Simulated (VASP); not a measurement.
# GaC18 in VASP: further runs

GaC18 is run at these levels: PBEsol; tasks: single point.

All numbers are computed with VASP 6.6.1; they aren't measurements. Logs are shortened: lines on timing, memory, paths and dates and some standing lists are left out, and cuts for length are marked.

### 1 The cell of the first run

The cell holds a slab with vacuum, 19 atoms: a = 7.398 Å, b = 7.398 Å, c = 12.000 Å, α = 90.00°, β = 90.00°, γ = 120.00°.

### 2 Single point, PBEsol, collinear spin, zero start

INCAR

```
SYSTEM = GaC18
PREC     = Accurate       ! precision mode
ENCUT    = 520            ! plane-wave cutoff, eV
EDIFF    = 1E-6           ! SCF threshold, eV
ISMEAR   = 0              ! smearing method
SIGMA    = 0.05           ! smearing width, eV
LREAL    = Auto         
LASPH    = .TRUE.         ! aspherical terms in the spheres
NELM     = 150            ! most SCF steps
ALGO     = Normal         ! electronic algorithm
ISIF     = 2              ! what is computed and relaxed
LWAVE    = .FALSE.        ! write WAVECAR
LCHARG   = .FALSE.        ! write CHGCAR
ISPIN    = 2              ! spin polarisation
MAGMOM   = 0 0 0 0 0 0 0 0 0 0 0 0 0 0 0 0 0 0 0 ! initial moments
LORBIT   = 11             ! projections on sites
GGA      = PS             ! functional
NBANDS   = 62             ! bands
```

KPOINTS

```
Automatic mesh
0
G
  2 2 1
  0 0 0
```

POSCAR

```
GaC18
1.0
    7.3980000000      0.0000000000      0.0000000000
   -3.6990000000      6.4068560000      0.0000000000
    0.0000000000      0.0000000000     12.0000000000
C Ga
18 1
Direct
   -0.0011752713     -0.0011394044      0.0800851667
    0.2210242826      0.1100155833      0.0801080833
   -0.0014450093      0.3310756477      0.0819779167
    0.2211755010      0.4423309967      0.0819925833
   -0.0022315631      0.6654903747      0.0782267500
    0.2219842847      0.7777290453      0.0772650833
    0.3330284296      0.0003285543      0.0790915000
    0.5546873458      0.1099718801      0.0804856667
    0.3324857675      0.3318633976      0.0813543333
    0.5543407389      0.4430502262      0.0807780000
    0.3331565329      0.6652303407      0.0806394167
    0.5552988112      0.7768933780      0.0808289167
    0.6656056738     -0.0013050083      0.0805034167
    0.8874599038      0.1093531679      0.0812110000
    0.6648114729      0.3316637677      0.0811154167
    0.8867988465      0.4420394340      0.0811854167
    0.6653245458      0.6652857501      0.0807189167
    0.8869517760      0.7771811946      0.0795473333
    0.1259954112      0.6593079351      0.2603845833
```

Potentials or basis: VASP PAW PBE potentials, release 64 (C, Ga_d).

Command:

```
$ cat potpaw_PBE.64/C/POTCAR potpaw_PBE.64/Ga_d/POTCAR > POTCAR
$ mpirun -np 1 vasp_std > vasp.out
```

OUTCAR:

```text
SYSTEM = GaC18
   PREC = Accurate
   ENCUT = 520
   EDIFF = 1E-6
   ISMEAR = 0
   LREAL = Auto
   LASPH = .TRUE.
   NELM = 150
   ISIF = 2
   ISPIN = 2
   LORBIT = 11
   GGA = PS

 ion  position               nearest neighbor table
   1  0.999  0.999  0.080-  18 1.42  14 1.42   2 1.42
   2  0.221  0.110  0.080-   7 1.42   9 1.42   1 1.42
   3  0.999  0.331  0.082-  14 1.42   4 1.43  16 1.43
   4  0.221  0.442  0.082-   9 1.42   3 1.43  11 1.43
   5  0.998  0.665  0.078-  18 1.43  16 1.43   6 1.44  19 2.39
   6  0.222  0.778  0.077-   7 1.43  11 1.43   5 1.44  19 2.34
   7  0.333  0.000  0.079-   8 1.42   2 1.42   6 1.43
   8  0.555  0.110  0.080-   7 1.42  15 1.42  13 1.42
   9  0.332  0.332  0.081-   4 1.42  10 1.42   2 1.42
  10  0.554  0.443  0.081-   9 1.42  15 1.42  17 1.42
  11  0.333  0.665  0.081-  12 1.42   4 1.43   6 1.43
  12  0.555  0.777  0.081-  17 1.42  13 1.42  11 1.42
  13  0.666  0.999  0.081-  12 1.42  14 1.42   8 1.42
  14  0.887  0.109  0.081-   3 1.42  13 1.42   1 1.42
  15  0.665  0.332  0.081-   8 1.42  10 1.42  16 1.42
  16  0.887  0.442  0.081-  15 1.42   3 1.43   5 1.43
  17  0.665  0.665  0.081-  12 1.42  18 1.42  10 1.42
  18  0.887  0.777  0.080-  17 1.42   1 1.42   5 1.43
  19  0.126  0.659  0.260-   6 2.34   5 2.39

  LATTYP: Found a hexagonal cell.
 ALAT       =     7.3980000000
 C/A-ratio  =     1.6220600162

  Lattice vectors:

 A1 = (   7.3980000000,   0.0000000000,   0.0000000000)
 A2 = (  -3.6990000000,   6.4068560000,   0.0000000000)
 A3 = (   0.0000000000,   0.0000000000,  12.0000000000)

Analysis of symmetry for initial positions (statically):
=====================================================================
 Subroutine PRICEL returns:
 Original cell was already a primitive cell.

 Routine SETGRP: Setting up the symmetry group for a
 hexagonal supercell.

 Subroutine GETGRP returns: Found  1 space group operations
 (whereof  1 operations were pure point group operations)
 out of a pool of 24 trial point group operations.

The static configuration has the point symmetry C_1 .

Analysis of symmetry for dynamics (positions and initial velocities):
=====================================================================
 Subroutine PRICEL returns:
 Original cell was already a primitive cell.

 Routine SETGRP: Setting up the symmetry group for a
 hexagonal supercell.

 Subroutine GETGRP returns: Found  1 space group operations
 (whereof  1 operations were pure point group operations)
[... 172 lines left out ...]
 Free energy of the ion-electron system (eV)
  ---------------------------------------------------
  ext. energy  EPLUGINS =         0.00000000
  ---------------------------------------------------
  free energy    TOTEN  =      -175.09623533 eV

  energy without entropy =     -175.09623533  energy(sigma->0) =     -175.09623533

 E-fermi :  -0.8651     XC(G=0):  -4.1137

 val. band max:       -1.1650567553   @ k =   0.0000   0.0000   0.0000
 cond. band min:      -0.1169776360   @ k =   0.0000   0.5000   0.0000
 fundamental gap:      1.0480791193
 Fermi energy:        -0.8650994127

 spin component 1

 k-point     1 :       0.0000    0.0000    0.0000
  band No.  band energies     occupation
      1     -20.6660      1.00000
      2     -18.3498      1.00000
      3     -18.1199      1.00000
      4     -18.0837      1.00000
      5     -17.9492      1.00000
      6     -17.9302      1.00000
[... 217 lines left out ...]
     53       3.9337      0.00000
     54       3.9546      0.00000
 Fermi energy:        -0.8650994127

 spin component 2

 k-point     1 :       0.0000    0.0000    0.0000
  band No.  band energies     occupation
      1     -20.6660      1.00000
      2     -18.3498      1.00000
      3     -18.1199      1.00000
      4     -18.0837      1.00000
      5     -17.9492      1.00000
      6     -17.9302      1.00000
[... 217 lines left out ...]
     53       3.9336      0.00000
     54       3.9546      0.00000
 [bands above 54 left out]

------------------------ aborting loop because EDIFF is reached ----------------------------------------

  FORCE on cell =-STRESS in cart. coord.  units (eV):
  Direction    XX          YY          ZZ          XY          YZ          ZX
  --------------------------------------------------------------------------------------
  -------------------------------------------------------------------------------------
  Total        1.4850376      1.5993539     -0.0910394     -0.0365905     -0.4665258      0.1913483
  in kB        4.1831891      4.5052058     -0.2564482     -0.1030715     -1.3141524      0.5390072
  external PRESSURE =       2.8106489 kB  Pullay stress =       0.0000000 kB

 VOLUME and BASIS-vectors are now :
 -----------------------------------------------------------------------------
  energy-cutoff  :      520.00
  volume of cell :      568.78
      direct lattice vectors                 reciprocal lattice vectors
     7.398000000  0.000000000  0.000000000     0.135171668  0.078041398  0.000000000
    -3.699000000  6.406856000  0.000000000     0.000000000  0.156082796  0.000000000
     0.000000000  0.000000000 12.000000000     0.000000000  0.000000000  0.083333333

 POSITION                                       TOTAL-FORCE (eV/Angst)
 -----------------------------------------------------------------------------------
      3.69452      6.39956      0.96102        -0.010278      0.010727     -0.001494
      1.22819      0.70485      0.96130        -0.007718      0.016803     -0.003909
      6.16266      2.12115      0.98374         0.003629      0.008362      0.008007
      0.00007      2.83395      0.98391         0.003337      0.017760      0.010366
      4.91984      4.26370      0.93872        -0.003943      0.023398     -0.010164
     -1.23458      4.98280      0.92718        -0.000001      0.018453     -0.012814
[... 11 lines left out ...]
      3.68688      4.97929      0.95457         0.001642      0.007114     -0.007025
     -1.50667      4.22409      3.12461         0.089745     -0.217397      0.015481
 -----------------------------------------------------------------------------------
    total drift:                               -0.015602     -0.001994      0.042661

  FREE ENERGIE OF THE ION-ELECTRON SYSTEM (eV)
  ---------------------------------------------------
  free  energy   TOTEN  =      -175.0962353318 eV

  energy  without entropy=     -175.0962353318  energy(sigma->0) =     -175.09623533

 total charge

# of ion       s       p       d       tot
------------------------------------------
    1        0.857   1.791   0.000   2.647
    2        0.857   1.791   0.000   2.648
    3        0.856   1.786   0.000   2.642
    4        0.856   1.785   0.000   2.641
    5        0.856   1.784   0.000   2.640
    6        0.856   1.785   0.000   2.641
[... 11 lines left out ...]
   18        0.856   1.794   0.000   2.650
   19        1.220   0.261   9.950  11.431
--------------------------------------------------
tot         16.634  32.473   9.950  59.058

 magnetization (x)

# of ion       s       p       d       tot
------------------------------------------
    1       -0.000   0.000   0.000  -0.000
    2       -0.000   0.000   0.000  -0.000
    3       -0.000   0.000   0.000  -0.000
    4       -0.000  -0.000   0.000  -0.000
    5       -0.000   0.000   0.000   0.000
    6       -0.000   0.000   0.000  -0.000
[... 11 lines left out ...]
   18       -0.000  -0.000   0.000  -0.000
   19       -0.000  -0.000   0.000  -0.000
--------------------------------------------------
tot         -0.000  -0.000   0.000  -0.000
```

OSZICAR:

```text
N       E                     dE             d eps       ncg     rms          rms(c)
DAV:   1     0.717661794115E+03    0.71766E+03   -0.34292E+04   992   0.116E+03
DAV:   2    -0.655227446170E+02   -0.78318E+03   -0.73527E+03  1344   0.288E+02
[... 17 lines left out ...]
DAV:  20    -0.175096188267E+03   -0.46435E-04   -0.54248E-06   906   0.638E-03    0.149E-03
DAV:  21    -0.175096216119E+03   -0.27852E-04   -0.34466E-06   824   0.614E-03    0.954E-04
DAV:  22    -0.175096226372E+03   -0.10253E-04   -0.69428E-07   864   0.209E-03    0.601E-04
DAV:  23    -0.175096233456E+03   -0.70834E-05   -0.56693E-07   802   0.199E-03    0.368E-04
DAV:  24    -0.175096235216E+03   -0.17602E-05   -0.16483E-07   784   0.133E-03    0.193E-04
DAV:  25    -0.175096235332E+03   -0.11599E-06   -0.23878E-08   864   0.693E-04
   1 F= -.17509624E+03 E0= -.17509624E+03  d E =-.166621E-17  mag=     0.0000
```

It took 5.8 min on 1 thread of AMD EPYC 9R45 (Zen 5), shared host; peak memory 0.84 GiB.

Results:

* Free energy: -175.0962 eV
* Largest force: 0.236 eV/Å
* Net moment: 0.00 μB per cell
* Valence electrons inside the program's atomic spheres: C 2.65, 2.64 (each value once); Ga 11.43

Forces on the atoms (eV/Å):
```
C   -0.010  0.011 -0.001
C   -0.008  0.017 -0.004
C    0.004  0.008  0.008
C    0.003  0.018  0.010
C   -0.004  0.023 -0.010
C    0.000  0.018 -0.013
C   -0.004 -0.003 -0.009
C   -0.009  0.014  0.003
C   -0.018  0.010  0.002
C   -0.008  0.014  0.003
C   -0.001  0.017 -0.004
C   -0.017  0.000  0.005
C    0.000  0.011  0.001
C   -0.001  0.013  0.000
C    0.000  0.004  0.002
C   -0.009  0.019  0.002
C   -0.008  0.016 -0.004
C    0.002  0.007 -0.007
Ga   0.090 -0.217  0.015
```

Levels at points of the mesh, in eV from the Fermi level:
Spin up:
```csv
k point,band 40,band 41,band 42,band 43,band 44,band 45
"(0.00, 0.00, 0.00)",-3.22,-0.58,-0.55,-0.32,-0.30,1.52
"(0.50, 0.00, 0.00)",-3.00,-2.86,-2.64,1.04,1.13,1.31
"(0.00, 0.50, 0.00)",-2.94,-2.88,-2.64,0.75,1.26,1.76
"(0.50, 0.50, 0.00)",-2.96,-2.87,-2.64,0.80,1.20,1.67
```
Spin down:
| k point | band 39 | band 40 | band 41 | band 42 | band 43 | band 44 | band 45 | band 46 |
| --- | --- | --- | --- | --- | --- | --- | --- | --- |
| (0.00, 0.00, 0.00) | -3.22 | -3.22 | -0.58 | -0.55 | -0.32 | -0.30 | 1.52 | 1.83 |
| (0.50, 0.00, 0.00) | -3.08 | -3.00 | -2.86 | -2.64 | 1.04 | 1.13 | 1.31 | 2.08 |
| (0.00, 0.50, 0.00) | -3.16 | -2.94 | -2.88 | -2.64 | 0.75 | 1.26 | 1.76 | 1.80 |
| (0.50, 0.50, 0.00) | -3.13 | -2.96 | -2.87 | -2.64 | 0.80 | 1.20 | 1.67 | 1.89 |

Caveat: the k points lie up to 0.49 Å⁻¹ apart; the PAW data sets were made with another functional, which shifts forces and pressure a little.

### 3 Single point, PBEsol, collinear spin, zero start

INCAR

```
PREC = Accurate
ENCUT = 520
EDIFF = 1E-6
ISMEAR = 0
SIGMA = 0.05
LREAL = Auto
LASPH = True
NELM = 150
ALGO = Normal
ISIF = 2
LWAVE = False
LCHARG = False
ISPIN = 2
MAGMOM = 0 0 0 0 0 0 0 0 0 0 0 0 0 0 0 0 0 0 0
LORBIT = 11
GGA = PS
NBANDS = 62
```

KPOINTS

```
Automatic mesh
0
Gamma
  2 2 1
```

POSCAR

```
GaC18
1.0
    7.3980000000      0.0000000000      0.0000000000
   -3.6990000000      6.4068560000      0.0000000000
    0.0000000000      0.0000000000     12.0000000000
C Ga
18 1
Direct
   -0.0017087995     -0.0003535275      0.0806496667
    0.2205615360      0.1108673271      0.0808356667
   -0.0017087544      0.3320196365      0.0806497500
    0.2205615904      0.4430691122      0.0808357500
   -0.0027294104      0.6653227418      0.0780845833
    0.2215147856      0.7774448185      0.0766235000
    0.3325702962      0.0006791162      0.0799463333
    0.5545978677      0.1107034402      0.0808026667
    0.3320263064      0.3327006257      0.0812008333
    0.5538907861      0.4436328833      0.0808065000
    0.3325703222      0.6652660837      0.0799463333
    0.5545979240      0.7772693814      0.0808027500
    0.6652529019     -0.0006861400      0.0804372500
    0.8870579471      0.1102164619      0.0808508333
    0.6646923356      0.3323127600      0.0810199167
    0.8865313400      0.4422876057      0.0803440000
    0.6646923185      0.6657544668      0.0810199167
    0.8865313564      0.7776185386      0.0803440000
    0.1337752623      0.7335743148      0.2622990833
```

Potentials or basis: VASP PAW PBE potentials, release 64 (C, Ga_d).

Command:

```
$ cat potpaw_PBE.64/C/POTCAR potpaw_PBE.64/Ga_d/POTCAR > POTCAR
$ mpirun -np 1 vasp_std > vasp.out
```

Run time: 4.3 min. Hardware: 1 thread of AMD EPYC 9R45 (Zen 5), shared host; peak memory 0.82 GiB.

Results (log left out):

| Quantity | Value |
| --- | --- |
| Free energy | -175.0268 eV |
| Largest force | 0.030 eV/Å |
| Net moment | 0.00 μB per cell |
| Valence electrons inside the program's atomic spheres | C 2.65, 2.64 (each value once); Ga 11.43 |

Forces on the atoms (eV/Å):
```
C    0.002  0.006  0.004
C    0.007  0.000 -0.002
C    0.007 -0.001  0.004
C    0.004  0.006 -0.002
C    0.003  0.002 -0.012
C    0.015  0.008 -0.019
C    0.001 -0.009 -0.008
C   -0.007 -0.002  0.003
C   -0.006 -0.003 -0.001
C   -0.004 -0.002  0.006
C   -0.007  0.005 -0.008
C   -0.006 -0.005  0.003
C    0.002  0.001  0.000
C    0.002  0.001  0.000
C    0.000 -0.005  0.001
C   -0.001  0.003  0.002
C   -0.004  0.002  0.001
C    0.003 -0.002  0.002
Ga  -0.009 -0.005  0.028
```

Levels at points of the mesh, in eV from the Fermi level:
Spin up:
```
           k point  band 39  band 40  band 41  band 42  band 43  band 44  band 45  band 46
(0.00, 0.00, 0.00)    -3.21    -3.21    -0.58    -0.52    -0.32    -0.28     1.33     1.70
(0.50, 0.00, 0.00)    -3.05    -3.00    -2.91    -2.63     0.98     0.99     1.21     2.14
(0.00, 0.50, 0.00)    -3.05    -3.00    -2.92    -2.63     0.62     1.09     1.74     1.90
```
Spin down:
```tsv
k point	band 40	band 41	band 42	band 43	band 44	band 45
(0.00, 0.00, 0.00)	-3.21	-0.58	-0.52	-0.32	-0.28	1.33
(0.50, 0.00, 0.00)	-3.00	-2.91	-2.63	0.98	0.99	1.21
(0.00, 0.50, 0.00)	-3.00	-2.92	-2.63	0.62	1.09	1.74
```

Caveat: the k points lie up to 0.49 Å⁻¹ apart; the PAW data sets were made with another functional, which shifts forces and pressure a little.

### 4 Single point, PBEsol, collinear spin, zero start

INCAR

```
ALGO = Normal ; EDIFF = 1E-7
ENCUT = 520 ; GGA = PS
ISIF = 2 ; ISMEAR = 0
ISPIN = 2 ; LASPH = True
LCHARG = False ; LORBIT = 11
LREAL = Auto ; LWAVE = False
MAGMOM = 0 0 0 0 0 0 0 0 0 0 0 0 0 0 0 0 0 0 0 ; NBANDS = 62
NELM = 150 ; PREC = Accurate
SIGMA = 0.05
```

KPOINTS

```
k-points
0
Gamma
  2 2 1
```

POSCAR

```
GaC18
1.0
    7.3980000000      0.0000000000      0.0000000000
   -3.6990000000      6.4068560000      0.0000000000
    0.0000000000      0.0000000000     12.0000000000
C Ga
18 1
Direct
   -0.0014449402      0.0008522121      0.0819787500
    0.2211761932      0.1122177555      0.0819932500
   -0.0011748790      0.3333385361      0.0800850833
    0.2210247848      0.4443831733      0.0801078333
   -0.0022312230      0.6656508278      0.0782277500
    0.2219848868      0.7776280597      0.0772664167
    0.3331574566      0.0012992332      0.0806400000
    0.5552996713      0.1117788507      0.0808285000
    0.3324870713      0.3339965812      0.0813542500
    0.5543422980      0.4446645906      0.0807775833
    0.3330291233      0.6660736561      0.0790914167
    0.5546874768      0.7780886600      0.0804850833
    0.6656055752      0.0002836024      0.0805029167
    0.8874598432      0.1114801082      0.0812110000
    0.6653259075      0.3334128315      0.0807183333
    0.8869522748      0.4431443441      0.0795472500
    0.6648121303      0.6665209894      0.0811151667
    0.8867990615      0.7781320510      0.0811859167
    0.1259851476      0.8000868133      0.2603828333
```

Command:

```
$ cat potpaw_PBE.64/C/POTCAR potpaw_PBE.64/Ga_d/POTCAR > POTCAR
$ mpirun -np 1 vasp_std > vasp.out
```

It took 6.8 min on 1 thread of AMD EPYC 9R45 (Zen 5), shared host; peak memory 0.85 GiB.

It converged, with:

* Free energy: -175.0965 eV
* Largest force: 0.234 eV/Å
* Net moment: 0.00 μB per cell
* Valence electrons inside the program's atomic spheres: C 2.64, 2.65 (each value once); Ga 11.43

Forces in eV/Å, atoms in the order of the input:
```
C    0.003 -0.005  0.009
C    0.011 -0.004  0.008
C    0.012 -0.014 -0.004
C    0.013 -0.002 -0.005
C    0.017 -0.014 -0.011
C    0.018 -0.014 -0.012
C    0.018 -0.021 -0.002
C   -0.001 -0.011  0.005
C    0.000 -0.016  0.000
C    0.004 -0.010  0.007
C   -0.001 -0.004 -0.010
C    0.004 -0.020  0.000
C    0.012 -0.010  0.003
C    0.010 -0.008  0.002
C    0.012 -0.008 -0.008
C    0.000  0.000 -0.002
C    0.004 -0.004  0.002
C    0.006 -0.019  0.004
Ga  -0.143  0.185  0.016
```

Levels at points of the mesh, in eV from the Fermi level:
Spin up:
| k point | band 39 | band 40 | band 41 | band 42 | band 43 | band 44 | band 45 | band 46 |
| --- | --- | --- | --- | --- | --- | --- | --- | --- |
| (0.00, 0.00, 0.00) | -3.22 | -3.22 | -0.58 | -0.55 | -0.32 | -0.30 | 1.53 | 1.83 |
| (0.50, 0.00, 0.00) | -3.08 | -3.00 | -2.86 | -2.63 | 1.05 | 1.14 | 1.31 | 2.08 |
| (0.00, 0.50, 0.00) | -3.13 | -2.96 | -2.87 | -2.63 | 0.80 | 1.21 | 1.67 | 1.89 |
| (0.50, 0.50, 0.00) | -3.16 | -2.94 | -2.88 | -2.63 | 0.75 | 1.26 | 1.76 | 1.80 |
Spin down:
```csv
k point,band 40,band 41,band 42,band 43,band 44,band 45
"(0.00, 0.00, 0.00)",-3.22,-0.58,-0.55,-0.32,-0.30,1.53
"(0.50, 0.00, 0.00)",-3.00,-2.86,-2.63,1.05,1.14,1.31
"(0.00, 0.50, 0.00)",-2.96,-2.87,-2.63,0.80,1.21,1.67
"(0.50, 0.50, 0.00)",-2.94,-2.88,-2.63,0.75,1.26,1.76
```

Caveat: the k points lie up to 0.49 Å⁻¹ apart; the PAW data sets were made with another functional, which shifts forces and pressure a little.

### 5 Summary

| cell | gap on the mesh (eV) | moment (μB) | largest force (eV/Å) |
| --- | --- | --- | --- |
| as given, atomic positions A | none | 0.00 | 0.24 |
| as given, atomic positions B | none | 0.00 | 0.03 |
| as given, atomic positions C | none | 0.00 | 0.23 |

Alike in all rows: task single point; level PBEsol; potentials or basis VASP PAW PBE potentials, release 64 (C, Ga_d); spin collinear, zero start; k mesh 2 × 2 × 1; cutoff (eV) 520; smearing gaussian 0.05 eV.

Caveats: all runs use coarse meshes; the PAW data sets were made with another functional, which shifts forces and pressure a little.

Absolute energies hang on the potentials; compare differences alone.
